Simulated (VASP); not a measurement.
Sn, 2 atoms in the cell. It takes space group Fd-3m (No. 227, cubic). The conventional cell has a = 6.540 Å, b = 6.540 Å, c = 6.540 Å, α = 90.00°, β = 90.00°, γ = 90.00°. Within 3.7 Å of Sn (site symmetry -43m) lie 4 Sn at 2.83 Å. This isn't the form of Sn at room conditions, which is tetragonal (white tin).

| Item | Value |
| --- | --- |
| Program | VASP 6.6.1 |
| Task | relaxation of cell and atoms |
| Functional | PBEsol |
| Potentials or basis | VASP PAW PBE potentials, release 64 (Sn_d) |
| Cutoff | 600 eV |
| k mesh | 14 × 14 × 14 |
| Occupations | fermi-dirac, width 0.08 eV |
| Spin | no spin polarisation |
| Target pressure | 1 GPa |
| Dipole correction | no |
| Further INCAR settings | ALGO = Normal; EDIFF = 1e-06; IBRION = 2; EDIFFG = -0.002; NSW = 100; ISIF = 3 |

Potentials or basis: VASP PAW PBE potentials, release 64 (Sn_d).

Launch:

```console
$ cat potpaw_PBE.64/Sn_d/POTCAR > POTCAR
$ mpirun -np 1 vasp_std > vasp.out
```

Hardware: 1 thread of Oxide Virtual Turin-like Processor (shared host).

**Question.** How long does it take, and how much memory?

**Answer.** Wall time 5.5 min on 1 thread of Oxide Virtual Turin-like Processor, with other jobs on the host, peak memory 0.28 GiB. Counts: scf iterations 26, k points 104, ion steps 3.
